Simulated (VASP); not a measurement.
The system is Bi2TeO4.

```
Bi Te O
1.0
    -2.05000    2.05000    7.53500
     2.05000   -2.05000    7.53500
     2.05000    2.05000   -7.53500
Bi Te O
2 1 4
Direct
  0.64900 0.64900 0.00000
  0.35100 0.35100 0.00000
  0.00000 0.00000 0.00000
  0.50000 0.00000 0.50000
  0.00000 0.50000 0.50000
  0.25000 0.75000 0.50000
  0.75000 0.25000 0.50000
```

| Property | Result |
| --- | --- |
| Program | VASP 6.6.1 |
| Task | relaxation of cell and atoms |
| Functional | PBE |
| Potentials or basis | VASP PAW PBE potentials, release 64 (Bi_d, Te, O) |
| Cutoff | 600 eV |
| k mesh | 4 × 4 × 4 |
| Occupations | gaussian, width 0.15 eV |
| Spin | no spin polarisation |

At the start: pressure -5.6 GPa; volume 18.09 Å³/atom.

How do energy, volume and symmetry change on relaxing?

Over 9 steps the energy falls by 221.7 meV/atom and the volume is 16.29 Å³/atom (-10.0 %); space group I4/mmm (No. 139, to 0.1 Å) before and after.

Step by step:
| step | energy change (eV) | largest force (eV/Å) | pressure (GPa) | volume (Å³) |
| --- | --- | --- | --- | --- |
| 1 | 0.0000 | 3.1218 | -5.58 | 126.66 |
| 2 | -1.2405 | 0.5656 | 2.83 | 115.15 |
| 3 | -1.2873 | 0.0950 | 5.46 | 112.69 |
| 4 | -1.4883 | 0.1132 | -3.22 | 119.22 |
| 5 | -1.5002 | 0.1196 | -1.67 | 117.90 |
| 6 | -1.5357 | 0.1777 | -0.86 | 116.01 |
| 7 | -1.5490 | 0.2113 | 0.03 | 114.12 |
| 8 | -1.5490 | 0.2119 | 0.10 | 113.94 |
| 9 | -1.5521 | 0.0514 | -0.20 | 114.00 |

Final structure:
```xyz
7
Lattice="-2.1280 2.1280 6.2933 2.1280 -2.1280 6.2933 2.1280 2.1280 -6.2933" Properties=species:S:1:pos:R:3 pbc="T T T"
Bi    0.0000    0.0000    8.3376
Bi    0.0000    0.0000    4.2490
Te    0.0000    0.0000    0.0000
O     0.0000    2.1280    0.0000
O     2.1280    0.0000    0.0000
O     2.1280    0.0000    3.1466
O     0.0000    2.1280    3.1466
```

Caveat: the k points lie up to 0.39 Å⁻¹ apart in the final cell; the relaxation stopped at a loose force limit of 0.08 eV/Å, so its end isn't a converged minimum.
